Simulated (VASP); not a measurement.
# FeCo (Pm-3m) in VASP: equation of state with PBE

Aim: the equation of state of FeCo with PBE.

Program: VASP 6.6.1. These are calculated values, not measurements. Logs are shortened: lines on timing, memory, paths and dates and some standing lists are left out, and cuts for length are marked.

### Step 1. The cell of the first run

It takes space group Pm-3m (No. 221, cubic). The conventional cell has a = 2.857 Å, b = 2.857 Å, c = 2.857 Å, α = 90.00°, β = 90.00°, γ = 90.00°. Co (site symmetry m-3m) has 8 Fe at 2.47 Å and 6 Co at 2.86 Å within 3.3 Å. Fe (site symmetry m-3m) has 8 Co at 2.47 Å and 6 Fe at 2.86 Å within 3.3 Å.

### Step 2. Equation of state, PBE, collinear spin, ferromagnetic start

Contents of POSCAR.step1:

```
FeCo
1.0
    2.7685818735      0.0000000000      0.0000000000
    0.0000000000      2.7685818735      0.0000000000
    0.0000000000      0.0000000000      2.7685818735
Co Fe
1 1
Direct
    0.0000000000      0.0000000000      0.0000000000
    0.5000000000      0.5000000000      0.5000000000
```

Contents of POSCAR.step2:

```
FeCo
1.0
    2.7986775126      0.0000000000      0.0000000000
    0.0000000000      2.7986775126      0.0000000000
    0.0000000000      0.0000000000      2.7986775126
Co Fe
1 1
Direct
    0.0000000000      0.0000000000      0.0000000000
    0.5000000000      0.5000000000      0.5000000000
```

Contents of POSCAR.step3:

```
FeCo
1.0
    2.8281394410      0.0000000000      0.0000000000
    0.0000000000      2.8281394410      0.0000000000
    0.0000000000      0.0000000000      2.8281394410
Co Fe
1 1
Direct
    0.0000000000      0.0000000000      0.0000000000
    0.5000000000      0.5000000000      0.5000000000
```

Contents of POSCAR.step4:

```
FeCo
1.0
    2.8570000000      0.0000000000      0.0000000000
    0.0000000000      2.8570000000      0.0000000000
    0.0000000000      0.0000000000      2.8570000000
Co Fe
1 1
Direct
    0.0000000000      0.0000000000      0.0000000000
    0.5000000000      0.5000000000      0.5000000000
```

Contents of POSCAR.step5:

```
FeCo
1.0
    2.8852889685      0.0000000000      0.0000000000
    0.0000000000      2.8852889685      0.0000000000
    0.0000000000      0.0000000000      2.8852889685
Co Fe
1 1
Direct
    0.0000000000      0.0000000000      0.0000000000
    0.5000000000      0.5000000000      0.5000000000
```

Contents of POSCAR.step6:

```
FeCo
1.0
    2.9130338337      0.0000000000      0.0000000000
    0.0000000000      2.9130338337      0.0000000000
    0.0000000000      0.0000000000      2.9130338337
Co Fe
1 1
Direct
    0.0000000000      0.0000000000      0.0000000000
    0.5000000000      0.5000000000      0.5000000000
```

Contents of POSCAR.step7:

```
FeCo
1.0
    2.9402600270      0.0000000000      0.0000000000
    0.0000000000      2.9402600270      0.0000000000
    0.0000000000      0.0000000000      2.9402600270
Co Fe
1 1
Direct
    0.0000000000      0.0000000000      0.0000000000
    0.5000000000      0.5000000000      0.5000000000
```

Contents of INCAR:

```
ALGO = Normal
EDIFF = 1E-7
ENCUT = 620
GGA = PE
GGA_COMPAT = F
ISIF = 2
ISMEAR = 1
ISPIN = 2
KPAR = 2
LASPH = T
LCHARG = F
LMAXMIX = 4
LORBIT = 11
LREAL = F
LWAVE = F
MAGMOM = 2 3
NELM = 200
NSW = 0
PREC = Accurate
SIGMA = 0.1
```

Contents of KPOINTS:

```
k-points
0
Gamma
  11 11 11
```

Potentials or basis: VASP PAW PBE potentials, release 64 (Co_sv_GW, Fe_sv_GW).

Launch:

```sh
$ cat potpaw_PBE.64/Co_sv_GW/POTCAR potpaw_PBE.64/Fe_sv_GW/POTCAR > POTCAR
$ cp POSCAR.step1 POSCAR
$ mpirun -np 2 vasp_std > vasp.out
$ cp POSCAR.step2 POSCAR
$ mpirun -np 2 vasp_std > vasp.out
$ cp POSCAR.step3 POSCAR
$ mpirun -np 2 vasp_std > vasp.out
$ cp POSCAR.step4 POSCAR
$ mpirun -np 2 vasp_std > vasp.out
$ cp POSCAR.step5 POSCAR
$ mpirun -np 2 vasp_std > vasp.out
$ cp POSCAR.step6 POSCAR
$ mpirun -np 2 vasp_std > vasp.out
$ cp POSCAR.step7 POSCAR
$ mpirun -np 2 vasp_std > vasp.out
```

OUTCAR:

```text
EDIFF = 1E-7
   ENCUT = 620
   GGA = PE
   ISIF = 2
   ISMEAR = 1
   ISPIN = 2
   LASPH = T
   LORBIT = 11
   LREAL = F
   NELM = 200
   NSW = 0
   PREC = Accurate

 Found     56 irreducible k-points:

 Following reciprocal coordinates:
            Coordinates               Weight
  0.000000  0.000000  0.000000      1.000000
  0.090909  0.000000  0.000000      6.000000
  0.181818  0.000000  0.000000      6.000000
  0.272727  0.000000  0.000000      6.000000
  0.363636  0.000000  0.000000      6.000000
  0.454545  0.000000  0.000000      6.000000
   k-points           NKPTS =     56   k-points in BZ     NKDIM =     56   number of bands    NBANDS=     23
   number of dos      NEDOS =    301   number of ions     NIONS =      2
   total plane-waves  NPLWV =  13824
   dimension x,y,z NGX =    24 NGY =   24 NGZ =   24
   dimension x,y,z NGXF=    48 NGYF=   48 NGZF=   48
   ions per type =               1   1
   NGX,Y,Z   is equivalent  to a cutoff of  13.57, 13.57, 13.57 a.u.
   NGXF,Y,Z  is equivalent  to a cutoff of  27.14, 27.14, 27.14 a.u.
 SYSTEM =  unknown system
   PREC   = accura    normal or accurate (medium, high low for compatibility)
   ISTART =      0    job   : 0-new  1-cont  2-samecut
   ICHARG =      2    charge: 1-file 2-atom 10-const
   ISPIN  =      2    spin polarized calculation?
   LNONCOLLINEAR =      F non collinear calculations
   LSORBIT =      F    spin-orbit coupling
   LASPH  =      T    aspherical Exc in radial PAW
   ENCUT  =  620.0 eV  45.57 Ry    6.75 a.u.   5.97  5.97  5.97*2*pi/ulx,y,z
   NELM   =    200;   NELMIN=  2; NELMDL=  0     # of ELM steps
   EDIFF  = 0.1E-06   stopping-criterion for ELM
   LREAL  =      F    real-space projection
   EDIFFG = 0.1E-05   stopping-criterion for IOM
   NSW    =      0    number of steps for IOM
   IBRION =     -1    ionic relax: 0-MD 1-quasi-New 2-CG
   NFREE  =      0    steps in history (QN), initial steepest desc. (CG)
   ISIF   =      2    stress and relaxation
   ISYM   =      2    0-nonsym 1-usesym 2-fastsym
   POTIM  = 0.5000    time-step for ionic-motion
   TEBEG  =    0.0;   TEEND  =   0.0 temperature during run

   SCALEE = 1.0000    scale energy and forces
   PSTRESS=    0.0 pullay stress
   NELECT =      33.0000    total number of electrons
   NUPDOWN=      -1.0000    fix difference up-down
   EMIN   =  10.00;   EMAX   =-10.00  energy-range for DOS
   EFERMI =   0.00;   METHOD = LEGACY
   ISMEAR =     1;   SIGMA  =   0.10  broadening in eV -4-tet -1-fermi 0-gaus
   EFERMI_NEDOS =   21; number of points for ismear=-14 and -15
   IALGO  =     38    algorithm
   IMIX   =      4    mixing-type and parameters
     AMIX     =   0.40;   BMIX     =  1.00
     AMIX_MAG =   1.60;   BMIX_MAG =  1.00
  volume/ion in A,a.u.               =      12.71        85.77
  Fermi-wavevector in a.u.,A,eV,Ry     =   1.785913  3.374887 43.395602  3.189487
  Thomas-Fermi vector in A             =   2.849601
   LORBIT       =     11    0 simple, 1 ext, 2 COOP (PROOUT), +10 PAW based schemes
   GGA     = PE    functional components
   LHFCALC =     F    Hartree Fock is set to
   AEXX    =    0.0000 exact exchange contribution
   IVDW    =     0    specifies the selected vdW correction
   LEPSILON=     F    determine dielectric tensor
   LRPA    =     F    only Hartree local field effects (RPA)

   CSHIFT  =0.1000    complex shift for real part using Kramers Kronig

   OMEGAMAX=  -1.0    maximum frequency
 spin polarized calculation
 Methfessel and Paxton  Order N= 1 SIGMA  =   0.10
  energy-cutoff  :      620.00
  volume of cell :       25.42
 maximum number of plane-waves:       912
 NGX is ok and might be reduce to    24
   NGX = 11   NGY = 11   NGZ = 11

 number of electron      32.9999994 magnetization       4.6802801

 Free energy of the ion-electron system (eV)
  ---------------------------------------------------
  ext. energy  EPLUGINS =         0.00000000
  ---------------------------------------------------
  free energy    TOTEN  =       -17.75283503 eV

  energy without entropy =      -17.75250346  energy(sigma->0) =      -17.75272450

 E-fermi :   7.8159     XC(G=0): -13.0449

 val. band max:        7.8106813699   @ k =   0.4545   0.2727   0.1818
 cond. band min:       7.8275982652   @ k =   0.4545   0.1818   0.0909
 fundamental gap:      0.0169168953
 Fermi energy:         7.8158545537

 spin component 1

 k-point     1 :       0.0000    0.0000    0.0000
  band No.  band energies     occupation
      1     -88.5944      1.00000
      2     -81.2464      1.00000
      3     -51.8368      1.00000
      4     -51.8368      1.00000
      5     -51.8368      1.00000
      6     -47.2864      1.00000
[... 15 lines left out ...]
     22      16.1062      0.00000
     23      21.3930      0.00000

 k-point     2 :       0.0909    0.0000    0.0000
  band No.  band energies     occupation
      1     -88.5942      1.00000
      2     -81.2462      1.00000
      3     -51.8386      1.00000
      4     -51.8367      1.00000
      5     -51.8367      1.00000
      6     -47.2897      1.00000
[... 15 lines left out ...]
     22      16.3818      0.00000
     23      21.4501      0.00000

 k-point     3 :       0.1818    0.0000    0.0000
  band No.  band energies     occupation
      1     -88.5938      1.00000
      2     -81.2456      1.00000
      3     -51.8436      1.00000
      4     -51.8359      1.00000
      5     -51.8359      1.00000
      6     -47.2985      1.00000
[... 15 lines left out ...]
     22      17.1629      0.00000
     23      21.6220      0.00000

 k-point     4 :       0.2727    0.0000    0.0000
  band No.  band energies     occupation
      1     -88.5931      1.00000
      2     -81.2447      1.00000
      3     -51.8503      1.00000
      4     -51.8347      1.00000
      5     -51.8347      1.00000
      6     -47.3102      1.00000
[... 15 lines left out ...]
     22      18.3499      0.00000
     23      21.9259      0.00000

 k-point     5 :       0.3636    0.0000    0.0000
  band No.  band energies     occupation
      1     -88.5923      1.00000
      2     -81.2439      1.00000
      3     -51.8561      1.00000
      4     -51.8335      1.00000
      5     -51.8335      1.00000
      6     -47.3205      1.00000
[... 15 lines left out ...]
     22      19.8447      0.00000
     23      22.3828      0.00000

 k-point     6 :       0.4545    0.0000    0.0000
  band No.  band energies     occupation
      1     -88.5922      1.00000
      2     -81.2436      1.00000
      3     -51.8599      1.00000
      4     -51.8332      1.00000
      5     -51.8332      1.00000
      6     -47.3270      1.00000
[... 15 lines left out ...]
     22      21.5708      0.00000
     23      23.0132      0.00000

 [... further k-points ...]

 spin component 2

 k-point     1 :       0.0000    0.0000    0.0000
  band No.  band energies     occupation
      1     -86.2886      1.00000
      2     -77.8160      1.00000
      3     -49.5919      1.00000
      4     -49.5919      1.00000
      5     -49.5919      1.00000
      6     -43.9358      1.00000
[... 15 lines left out ...]
     22      16.3303      0.00000
     23      22.3876      0.00000

 k-point     2 :       0.0909    0.0000    0.0000
  band No.  band energies     occupation
      1     -86.2884      1.00000
      2     -77.8158      1.00000
      3     -49.5940      1.00000
      4     -49.5917      1.00000
      5     -49.5917      1.00000
      6     -43.9397      1.00000
[... 15 lines left out ...]
     22      16.6518      0.00000
     23      22.4267      0.00000

 k-point     3 :       0.1818    0.0000    0.0000
  band No.  band energies     occupation
      1     -86.2879      1.00000
      2     -77.8151      1.00000
      3     -49.5998      1.00000
      4     -49.5908      1.00000
      5     -49.5908      1.00000
      6     -43.9502      1.00000
[... 15 lines left out ...]
     22      17.5348      0.00000
     23      22.5459      0.00000

 k-point     4 :       0.2727    0.0000    0.0000
  band No.  band energies     occupation
      1     -86.2873      1.00000
      2     -77.8141      1.00000
      3     -49.6074      1.00000
      4     -49.5896      1.00000
      5     -49.5896      1.00000
      6     -43.9642      1.00000
[... 15 lines left out ...]
     22      18.8240      0.00000
     23      22.7609      0.00000

 k-point     5 :       0.3636    0.0000    0.0000
  band No.  band energies     occupation
      1     -86.2864      1.00000
      2     -77.8131      1.00000
      3     -49.6141      1.00000
      4     -49.5883      1.00000
      5     -49.5883      1.00000
      6     -43.9766      1.00000
[... 15 lines left out ...]
     22      20.3951      0.00000
     23      23.0900      0.00000

 k-point     6 :       0.4545    0.0000    0.0000
  band No.  band energies     occupation
      1     -86.2863      1.00000
      2     -77.8127      1.00000
      3     -49.6185      1.00000
      4     -49.5879      1.00000
      5     -49.5879      1.00000
      6     -43.9844      1.00000
[... 15 lines left out ...]
     22      22.1640      0.00000
     23      23.5193      0.00000

 [... further k-points ...]
[... 5 lines left out ...]
  --------------------------------------------------------------------------------------
  -------------------------------------------------------------------------------------
  Total       -2.7792434     -2.7792434     -2.7792434     -0.0000000     -0.0000000      0.0000000
  in kB     -175.1781526   -175.1781526   -175.1781526     -0.0000000     -0.0000000      0.0000000
  external PRESSURE =    -175.1781526 kB  Pullay stress =       0.0000000 kB

 VOLUME and BASIS-vectors are now :
 -----------------------------------------------------------------------------
  energy-cutoff  :      620.00
  volume of cell :       25.42
      direct lattice vectors                 reciprocal lattice vectors
     2.940260027  0.000000000  0.000000000     0.340105974  0.000000000  0.000000000
     0.000000000  2.940260027  0.000000000     0.000000000  0.340105974  0.000000000
     0.000000000  0.000000000  2.940260027     0.000000000  0.000000000  0.340105974

 POSITION                                       TOTAL-FORCE (eV/Angst)
 -----------------------------------------------------------------------------------
      0.00000      0.00000      0.00000         0.000000      0.000000      0.000000
      1.47013      1.47013      1.47013         0.000000      0.000000      0.000000
 -----------------------------------------------------------------------------------
    total drift:                                0.000000      0.000000     -0.000000

  FREE ENERGIE OF THE ION-ELECTRON SYSTEM (eV)
  ---------------------------------------------------
  free  energy   TOTEN  =       -17.7528350271 eV

  energy  without entropy=      -17.7525034595  energy(sigma->0) =      -17.75272450

 total charge

# of ion       s       p       d       f       tot
--------------------------------------------------
    1        2.201   6.245   6.698   0.003  15.148
    2        2.180   6.311   5.646   0.006  14.143
--------------------------------------------------
tot          4.381  12.555  12.345   0.009  29.290

 magnetization (x)

# of ion       s       p       d       f       tot
--------------------------------------------------
    1       -0.001  -0.032   1.903   0.001   1.871
    2        0.009  -0.024   2.926   0.000   2.911
--------------------------------------------------
tot          0.009  -0.057   4.829   0.001   4.782
```

Run time: 2.9 min. Hardware: 2 MPI ranks of Intel Xeon 6975P-C (Granite Rapids), shared host; peak memory 0.22 GiB.

Results:

```yaml
Equilibrium_volume: "11.50 Å³/atom (rough: see the caveat)"
Bulk_modulus: 189 GPa (rough)
```

Energy against volume, from the lowest point:
```
volume (Å³/atom)  energy (meV/atom)
          10.611              46.16
          10.960              15.30
          11.310               0.78
          11.660               0.00
          12.010              11.00
          12.360              31.79
          12.709              60.70
```

Caveat: the fit of the energies and the printed pressures disagree.
